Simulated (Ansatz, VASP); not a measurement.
MgI2: VASP beside Ansatz

The input INCAR:

```
SYSTEM = MgI2
PREC = Accurate ; ENCUT = 520
EDIFF = 1E-7 ; ISMEAR = 0
SIGMA = 0.05 ; LREAL = .False.
LASPH = .True. ; NELM = 60
ALGO = Normal ; ISIF = 2
LWAVE = .False. ; LCHARG = .False.
GGA = PS ; NBANDS = 15
```

The input KPOINTS:

```
regular mesh
0
Gamma
  6 6 4
  0 0 0
```

Contents of POSCAR:

```
MgI2
1.0
    4.1537001214      0.0000000000      0.0000000000
   -2.0768500607      3.5972098248      0.0000000000
    0.0000000000      0.0000000000      6.8620000000
Mg I
1 2
Direct
    0.0000000000      0.0000000000      0.0000000000
    0.2723672479      0.6361836240      0.8019590504
    0.6057005813      0.3028502906      0.2866990504
```

Input for Ansatz:

```yaml
crystal:
  lattice:
    - [4.1537001214, 0.0, 0.0]
    - [-2.0768500607, 3.5972098248, 0.0]
    - [0.0, 0.0, 6.862]
  atoms:
    - { symbol: Mg, position: [0.0, 0.0, 0.0] }
    - { symbol: I, position: [0.2723672479, 0.636183624, 0.8019590504] }
    - { symbol: I, position: [0.6057005813, 0.3028502906, 0.2866990504] }
basis:
  ecutwfc: 420
kpoints:
  mp_grid: { grid: [6, 6, 4] }
hamiltonian:
  xc: pbesol
scf:
  occupations: { method: gaussian, width: 0.05 }
output:
  forces: true
  stress: true
  eigenvalues: true
```

Change from the starting cell: all I atoms moved +0.375 Å, as atom 2 towards its neighbour atom 3 (I) at 4.101 Å.

Alike in both runs: task single point; functional PBEsol; k mesh 6 × 6 × 4; occupations gaussian, width 0.05 eV; no spin polarisation.

|  | VASP | Ansatz |
| --- | --- | --- |
| version | VASP 6.6.1 | Ansatz 0.2.0 |
| potentials or method | VASP PAW PBE potentials, release 64 (Mg, I), cutoff 520 eV | scalar-relativistic, plane waves, PAW |
| valence electrons in the cell | 16 | 44 |

Ansatz gave:

| Item | Value |
| --- | --- |
| gap on the k mesh at the Fermi level (eV) | 2.76 |
| least direct gap on the mesh (eV) | 2.77 |
| pressure (GPa) | 1.0 |
| traceless stress, the component that is largest in VASP (GPa) | -1.02 |
| rms of the force components (eV/Å) | 0.762 |

**Question.** Estimate VASP's values.

**Answer.** gap on the k mesh at the Fermi level (eV): 2.74; least direct gap on the mesh (eV): 2.76; pressure (GPa): 1.0; traceless stress, the component that is largest in VASP (GPa): -1.02; rms of the force components (eV/Å): 0.764.

VASP's potentials were made for PBE, not for PBEsol. Atom by atom the forces differ by 0.003 eV/Å (rms over components). VASP's potentials hold 16 valence electrons a cell and Ansatz's 44, so a difference there can come from the potentials and not from the codes.

Spin-orbit coupling is off throughout.
